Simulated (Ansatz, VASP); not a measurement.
# Two plane-wave programs on Mo

```
Mo
1.0
    -1.56465    1.56465    1.56465
     1.56465   -1.56465    1.56465
     3.12931    3.12931    0.00000
Mo
2
Direct
  0.07190 0.07190 0.00000
  0.42810 0.42810 0.50000
```

Change from the starting cell: mode 4 (139.8 1/cm) frozen in, largest displacement +0.225 Å.

Alike in both runs: task single point; functional PBEsol; k mesh 24 × 24 × 14; occupations gaussian, width 0.15 eV; no spin polarisation.

```csv
,VASP,Ansatz
version,VASP 6.6.1,Ansatz 0.2.0
potentials or method,"VASP PAW PBE potentials, release 64 (Mo_sv), cutoff 520 eV","scalar-relativistic, plane waves, PAW"
valence electrons in the cell,28,28
```

VASP gave:

* gap on the k mesh at the Fermi level (eV): none
* pressure (GPa): 8.1
* traceless stress, the component that is largest in VASP (GPa): 8.72
* rms of the force components (eV/Å): 1.340

Question: Which values does Ansatz return?

Answer: gap on the k mesh at the Fermi level (eV): none; pressure (GPa): 7.4; traceless stress, the component that is largest in VASP (GPa): 8.52; rms of the force components (eV/Å): 1.326.

VASP's potentials were made for PBE, not for PBEsol. Atom by atom the forces differ by 0.014 eV/Å (rms over components). A gap of «none» marks a metal or a gap that the smearing closes. The functional is the same, so the differences come from potentials, cutoffs and numerics.
